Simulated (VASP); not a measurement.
# W (Fm-3m) in VASP: notebook, part 3 of 3

VASP 6.6.1.

## Step 4: Relaxation of cell and atoms, PBEsol

This run uses another cell than the first one, of 15.70 Å³/atom, 0.982 times its volume.

INCAR

```
SYSTEM = W
PREC = Accurate
ENCUT = 600
EDIFF = 1E-6
ISMEAR = -1
SIGMA = 0.05
LREAL = .False.
LASPH = .True.
NELM = 80
ALGO = Normal
ISIF = 3
LWAVE = .False.
LCHARG = .False.
GGA = PS
IBRION = 2
NSW = 60
EDIFFG = -0.005
```

KPOINTS

```
Automatic mesh
0
Gamma
  18 18 18
  0 0 0
```

POSCAR

```
W
1.0
    0.0000000000      1.9872944555      1.9872944555
    1.9872944555      0.0000000000      1.9872944555
    1.9872944555      1.9872944555      0.0000000000
W
1
Direct
    0.0000000000      0.0000000000      0.0000000000
```

Potentials or basis: VASP PAW PBE potentials, release 64 (W_sv).

Started as:

```
> cat potpaw_PBE.64/W_sv/POTCAR > POTCAR
> mpirun -np 1 vasp_std > vasp.out
```

OUTCAR:

```text
SYSTEM = W
   PREC = Accurate
   ENCUT = 600
   EDIFF = 1E-6
   ISMEAR = -1
   LREAL = .False.
   LASPH = .True.
   NELM = 80
   ISIF = 3
   GGA = PS
   IBRION = 2
   NSW = 60
   EDIFFG = -0.005

 ion  position               nearest neighbor table
   1  0.000  0.000  0.000-

  LATTYP: Found a face centered cubic cell.
 ALAT       =     3.9745889110

  Lattice vectors:

 A1 = (   0.0000000000,   1.9872944555,   1.9872944555)
 A2 = (   1.9872944555,   0.0000000000,   1.9872944555)
 A3 = (   1.9872944555,   1.9872944555,   0.0000000000)

Analysis of symmetry for initial positions (statically):
=====================================================================
 Subroutine PRICEL returns:
 Original cell was already a primitive cell.

 Routine SETGRP: Setting up the symmetry group for a
 face centered cubic supercell.

 Subroutine GETGRP returns: Found 48 space group operations
 (whereof 48 operations were pure point group operations)
 out of a pool of 48 trial point group operations.

The static configuration has the point symmetry O_h .

Analysis of symmetry for dynamics (positions and initial velocities):
=====================================================================
 Subroutine PRICEL returns:
 Original cell was already a primitive cell.

 Routine SETGRP: Setting up the symmetry group for a
 face centered cubic supercell.

 Subroutine GETGRP returns: Found 48 space group operations
 (whereof 48 operations were pure point group operations)
 out of a pool of 48 trial point group operations.

The dynamic configuration has the point symmetry O_h .

 Subroutine INISYM returns: Found 48 space group operations
 (whereof 48 operations are pure point group operations),
 and found     1 'primitive' translations

----------------------------------------------------------------------------------------

                                     Primitive cell

  volume of cell :      15.6970

  direct lattice vectors                    reciprocal lattice vectors
     0.000000000  1.987294456  1.987294456    -0.251598347  0.251598347  0.251598347
     1.987294456  0.000000000  1.987294456     0.251598347 -0.251598347  0.251598347
     1.987294456  1.987294456  0.000000000     0.251598347  0.251598347 -0.251598347

  length of vectors
     2.810458771  2.810458771  2.810458771     0.435781120  0.435781120  0.435781120

  position of ions in fractional coordinates (direct lattice)
     0.000000000  0.000000000  0.000000000

  ion indices of the primitive-cell ions
   primitive index   ion index
                 1           1

----------------------------------------------------------------------------------------

 KPOINTS: Automatic mesh

Automatic generation of k-mesh.
 Grid dimensions read from file:
 generate k-points for:   18   18   18

 Generating k-lattice:

  Cartesian coordinates                     Fractional coordinates (reciprocal lattice)
    -0.013977686  0.013977686  0.013977686     0.055555556  0.000000000  0.000000000
     0.013977686 -0.013977686  0.013977686     0.000000000  0.055555556  0.000000000
     0.013977686  0.013977686 -0.013977686     0.000000000  0.000000000  0.055555556

  Length of vectors
     0.024210062  0.024210062  0.024210062

  Shift w.r.t. Gamma in fractional coordinates (k-lattice)
     0.000000000  0.000000000  0.000000000

 Subroutine IBZKPT returns following result:
 ===========================================

 Found    195 irreducible k-points:

 Following reciprocal coordinates:
            Coordinates               Weight
  0.000000  0.000000  0.000000      1.000000
  0.055556  0.000000  0.000000      8.000000
  0.111111  0.000000  0.000000      8.000000
  0.166667  0.000000  0.000000      8.000000
  0.222222  0.000000  0.000000      8.000000
  0.277778  0.000000  0.000000      8.000000
[... 16 lines left out ...]
 -0.277778  0.055556  0.000000     24.000000
 -0.222222  0.055556  0.000000     24.000000
 [... further k-points ...]
   k-points           NKPTS =    195   k-points in BZ     NKDIM =    195   number of bands    NBANDS=     11
   number of dos      NEDOS =    301   number of ions     NIONS =      1
   total plane-waves  NPLWV =  13824
   dimension x,y,z NGX =    24 NGY =   24 NGZ =   24
   dimension x,y,z NGXF=    48 NGYF=   48 NGZF=   48
   ions per type =               1
   NGX,Y,Z   is equivalent  to a cutoff of  14.20, 14.20, 14.20 a.u.
   NGXF,Y,Z  is equivalent  to a cutoff of  28.39, 28.39, 28.39 a.u.
 SYSTEM =  W
   PREC   = accura    normal or accurate (medium, high low for compatibility)
   ISTART =      0    job   : 0-new  1-cont  2-samecut
   ICHARG =      2    charge: 1-file 2-atom 10-const
   ISPIN  =      1    spin polarized calculation?
   LNONCOLLINEAR =      F non collinear calculations
   LSORBIT =      F    spin-orbit coupling
   LASPH  =      T    aspherical Exc in radial PAW
   ENCUT  =  600.0 eV  44.10 Ry    6.64 a.u.   5.61  5.61  5.61*2*pi/ulx,y,z
   NELM   =     80;   NELMIN=  2; NELMDL= -5     # of ELM steps
   EDIFF  = 0.1E-05   stopping-criterion for ELM
   LREAL  =      F    real-space projection
   EDIFFG = -.5E-02   stopping-criterion for IOM
   NSW    =     60    number of steps for IOM
   IBRION =      2    ionic relax: 0-MD 1-quasi-New 2-CG
   NFREE  =      1    steps in history (QN), initial steepest desc. (CG)
   ISIF   =      3    stress and relaxation
   ISYM   =      2    0-nonsym 1-usesym 2-fastsym
   POTIM  = 0.5000    time-step for ionic-motion
   TEBEG  =    0.0;   TEEND  =   0.0 temperature during run
   PSTRESS=    0.0 pullay stress
   NELECT =      14.0000    total number of electrons
   NUPDOWN=      -1.0000    fix difference up-down
   EMIN   =  10.00;   EMAX   =-10.00  energy-range for DOS
   EFERMI =   0.00;   METHOD = LEGACY
   ISMEAR =    -1;   SIGMA  =   0.05  broadening in eV -4-tet -1-fermi 0-gaus
   EFERMI_NEDOS =   21; number of points for ismear=-14 and -15
   IALGO  =     38    algorithm
   IMIX   =      4    mixing-type and parameters
     AMIX     =   0.40;   BMIX     =  1.00
     AMIX_MAG =   1.60;   BMIX_MAG =  1.00
  volume/ion in A,a.u.               =      15.70       105.93
  Fermi-wavevector in a.u.,A,eV,Ry     =   1.575839  2.977905 33.786937  2.483270
  Thomas-Fermi vector in A             =   2.676763
   LORBIT       =      0    0 simple, 1 ext, 2 COOP (PROOUT), +10 PAW based schemes
   GGA     = PS    functional components
   LHFCALC =     F    Hartree Fock is set to
   AEXX    =    0.0000 exact exchange contribution
   IVDW    =     0    specifies the selected vdW correction
   LEPSILON=     F    determine dielectric tensor
   LRPA    =     F    only Hartree local field effects (RPA)
 conjugate gradient relaxation of ions
 non-spin polarized calculation
  energy-cutoff  :      600.00
  volume of cell :       15.70
 maximum number of plane-waves:       544
   NGX = 11   NGY = 11   NGZ = 11

--------------------------------------- Ionic step        1  -------------------------------------------

 number of electron      13.9999999 magnetization

 Free energy of the ion-electron system (eV)
  ---------------------------------------------------
  ext. energy  EPLUGINS =         0.00000000
  ---------------------------------------------------
  free energy    TOTEN  =       -13.30908660 eV

  energy without entropy =      -13.29912565  energy(sigma->0) =      -13.30410612

------------------------ aborting loop because EDIFF is reached ----------------------------------------

  FORCE on cell =-STRESS in cart. coord.  units (eV):
  Direction    XX          YY          ZZ          XY          YZ          ZX
  --------------------------------------------------------------------------------------
  -------------------------------------------------------------------------------------
  Total        0.6195810      0.6195810      0.6195810      0.0000000     -0.0000000      0.0000000
  in kB       63.2400194     63.2400194     63.2400194      0.0000000     -0.0000000      0.0000000
  external PRESSURE =      63.2400194 kB  Pullay stress =       0.0000000 kB
[... 22 lines left out ...]
--------------------------------------- Ionic step        2  -------------------------------------------

 number of electron      14.0000000 magnetization

 E-fermi :   9.7267     XC(G=0): -13.3134

 val. band max:        9.7163846044   @ k =   0.2778   0.0556   0.0000
 cond. band min:       9.7280325567   @ k =  -0.4444   0.1111   0.0000
 fundamental gap:      0.0116479523
 Fermi energy:         9.7266684498

 k-point     1 :       0.0000    0.0000    0.0000
  band No.  band energies     occupation
      1     -63.9941      2.00000
      2     -27.6709      2.00000
      3     -27.6709      2.00000
      4     -27.6709      2.00000
      5       0.9542      2.00000
      6       9.2160      1.99993
      7       9.2160      1.99993
      8       9.2160      1.99993
      9      12.1394      0.00000
     10      12.1394      0.00000
     11      22.4980      0.00000
[... 391 lines left out ...]
--------------------------------------- Ionic step        4  -------------------------------------------

 number of electron      14.0000000 magnetization

 Free energy of the ion-electron system (eV)
  ---------------------------------------------------
  ext. energy  EPLUGINS =         0.00000000
  ---------------------------------------------------
  free energy    TOTEN  =       -13.31526263 eV

  energy without entropy =      -13.30483938  energy(sigma->0) =      -13.31005100

 E-fermi :  10.6423     XC(G=0): -13.6928

 val. band max:       10.6402965259   @ k =   0.5000   0.1111   0.0000
 cond. band min:      10.6526602445   @ k =  -0.2778   0.1111   0.0000
 fundamental gap:      0.0123637186
 Fermi energy:        10.6422689052

 k-point     1 :       0.0000    0.0000    0.0000
  band No.  band energies     occupation
      1     -62.9306      2.00000
      2     -26.5243      2.00000
      3     -26.5243      2.00000
      4     -26.5243      2.00000
      5       1.5217      2.00000
      6      10.0613      1.99998
      7      10.0613      1.99998
      8      10.0613      1.99998
      9      13.2886      0.00000
     10      13.2886      0.00000
     11      23.5121      0.00000
[... 350 lines left out ...]
  FREE ENERGIE OF THE ION-ELECTRON SYSTEM (eV)
  ---------------------------------------------------
  free  energy   TOTEN  =       -13.3152626253 eV

  energy  without entropy=      -13.3048393807  energy(sigma->0) =      -13.31005100

 reached required accuracy - stopping structural energy minimisation
```

OSZICAR:

```text
N       E                     dE             d eps       ncg     rms          rms(c)
DAV:   1     0.836028999545E+02    0.83603E+02   -0.85565E+03  4298   0.160E+03
DAV:   2    -0.121458486790E+02   -0.95749E+02   -0.92681E+02  4625   0.360E+02
[... 27 lines left out ...]
   3 F= -.13315257E+02 E0= -.13310040E+02  d E =-.616998E-02
       N       E                     dE             d eps       ncg     rms          rms(c)
DAV:   1    -0.133153051696E+02   -0.48742E-04   -0.10091E-03  4449   0.502E-01    0.828E-02
DAV:   2    -0.133152678076E+02    0.37362E-04   -0.55765E-05  4437   0.102E-01    0.184E-02
DAV:   3    -0.133152621323E+02    0.56753E-05   -0.16186E-05  4533   0.533E-02    0.144E-02
DAV:   4    -0.133152626253E+02   -0.49302E-06   -0.38272E-07  2592   0.885E-03
   4 F= -.13315263E+02 E0= -.13310051E+02  d E =-.617603E-02
```

Run time: 26 s. Hardware: 1 thread of Intel Xeon 6975P-C (Granite Rapids), shared host; peak memory 0.17 GiB.

What came out:

```yaml
Free_energy: -13.3153 eV
Relaxed_volume: 16.02 Å³/atom
Relaxed_cell: a = 2.829 Å, b = 2.829 Å, c = 2.829 Å, α = 60.00°, β = 60.00°, γ = 60.00°
Space_group_after_relaxing_to_0.05_Å: Fm-3m (No. 225)
Energy_gained_by_relaxing: 6.2 meV/atom
Ionic_steps: 4
Pressure_after_relaxing: 0.0 GPa
Band_gap_on_the_k_mesh: zero (band 7 reaches 13.86 eV, above the bottom of band 8 at 10.06 eV)
```

The path:
```csv
step,energy change (eV),largest force (eV/Å),pressure (GPa),volume (Å³)
1,0.0000,0.0000,6.32,15.70
2,0.0612,0.0000,-18.06,17.15
3,-0.0062,0.0000,-0.17,16.03
4,-0.0062,0.0000,-0.04,16.02
```

Final structure:
```xyz
1
Lattice="0.0000 2.0007 2.0007 2.0007 0.0000 2.0007 2.0007 2.0007 0.0000" Properties=species:S:1:pos:R:3 pbc="T T T"
W     0.0000    0.0000    0.0000
```

Levels at points of the mesh, in eV from the Fermi level:
```tsv
k point	band 5	band 6	band 7	band 8	band 9	band 10
(0.00, 0.00, 0.00)	-9.12	-0.58	-0.58	-0.58	2.65	2.65
(0.50, 0.00, 0.00)	-5.73	-0.82	-0.82	0.74	5.23	5.23
(0.50, 0.50, 0.00)	-5.66	-4.66	3.22	5.19	6.00	6.00
```

Caveat: the PAW data sets were made with another functional, which shifts forces and pressure a little; spin-orbit coupling is left out, which moves the levels of the heavy elements.
